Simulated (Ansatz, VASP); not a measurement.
SiC: VASP beside Ansatz

File INCAR:

```
PREC     = Accurate       # precision mode
ENCUT    = 520            # plane-wave cutoff, eV
EDIFF    = 1E-6           # SCF threshold, eV
ISMEAR   = 0              # smearing method
SIGMA    = 0.05           # smearing width, eV
LREAL    = False          # projectors in reciprocal space
LASPH    = True           # aspherical terms in the spheres
NELM     = 60             # most SCF steps
ALGO     = Normal         # electronic algorithm
ISIF     = 2              # what is computed and relaxed
LWAVE    = False          # write WAVECAR
LCHARG   = False          # write CHGCAR
GGA      = PE             # functional
NBANDS   = 11             # bands
```

KPOINTS

```
regular mesh
0
Gamma
  12 12 12
```

POSCAR

```
SiC
1.0
    0.0000000000      2.0064855898      2.6084312668
    2.0064855898      0.0000000000      2.6084312668
    2.0064855898      2.0064855898      0.0000000000
Si C
1 1
Direct
    0.0000000000      0.0000000000      0.0000000000
    0.7500000000      0.7500000000      0.7500000000
```

Input for Ansatz:

```yaml
crystal:
  lattice:
    - [0.0, 2.0064855898, 2.6084312668]
    - [2.0064855898, 0.0, 2.6084312668]
    - [2.0064855898, 2.0064855898, 0.0]
  atoms:
    - { symbol: Si, position: [0.0, 0.0, 0.0] }
    - { symbol: C, position: [0.75, 0.75, 0.75] }
basis:
  ecutwfc: 420
kpoints:
  mp_grid: { grid: [12, 12, 12] }
hamiltonian:
  xc: pbe
scf:
  occupations: { method: gaussian, width: 0.05 }
output:
  forces: true
  stress: true
  eigenvalues: true
```

Alike in both runs: task single point; functional PBE; k mesh 12 × 12 × 12; occupations gaussian, width 0.05 eV; no spin polarisation.

|  | VASP | Ansatz |
| --- | --- | --- |
| version | VASP 6.6.1 | Ansatz 0.2.0 |
| potentials or method | VASP PAW PBE potentials, release 64 (Si, C), cutoff 520 eV | scalar-relativistic, plane waves, PAW |
| valence electrons in the cell | 8 | 8 |

Ansatz gave:

* gap on the k mesh at the Fermi level (eV): none
* pressure (GPa): -2.6
* traceless stress, the component that is largest in VASP (GPa): -69.26

Which values does VASP return?

gap on the k mesh at the Fermi level (eV): none; pressure (GPa): -2.6; traceless stress, the component that is largest in VASP (GPa): -69.35.

A gap of «none» marks a metal or a gap that the smearing closes.
